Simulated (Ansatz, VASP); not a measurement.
**KMgF3: VASP beside Ansatz**

```
CELL_PARAMETERS angstrom
4.11099 0.00000 0.00000
0.00000 3.96627 0.00000
0.00000 0.00000 3.96627
ATOMIC_POSITIONS crystal
K 0.50000 0.50000 0.50000
Mg 0.00000 0.00000 0.00000
F 0.00000 0.50000 0.00000
F 0.00000 0.00000 0.50000
F 0.50000 0.00000 0.00000
```

Alike in both runs: task single point; functional PBEsol; k mesh 6 × 6 × 6; occupations gaussian, width 0.02 eV; no spin polarisation.

|  | VASP | Ansatz |
| --- | --- | --- |
| version | VASP 6.6.1 | Ansatz 0.2.0 |
| potentials or method | VASP PAW PBE potentials, release 64 (K_sv, Mg, F), cutoff 600 eV | scalar-relativistic, plane waves, PAW |
| valence electrons in the cell | 32 | 40 |

```csv
,VASP,Ansatz,Ansatz less VASP
gap on the k mesh at the Fermi level (eV),6.95,6.97,+0.022
least direct gap on the mesh (eV),7.29,7.31,+0.020
pressure (GPa),-1.5,-1.0,+0.48
"traceless stress, the component that is largest in VASP (GPa)",-2.07,-2.07,-0.004
```

VASP's potentials were made for PBE, not for PBEsol. VASP's potentials hold 32 valence electrons a cell and Ansatz's 40, so a difference there can come from the potentials and not from the codes.
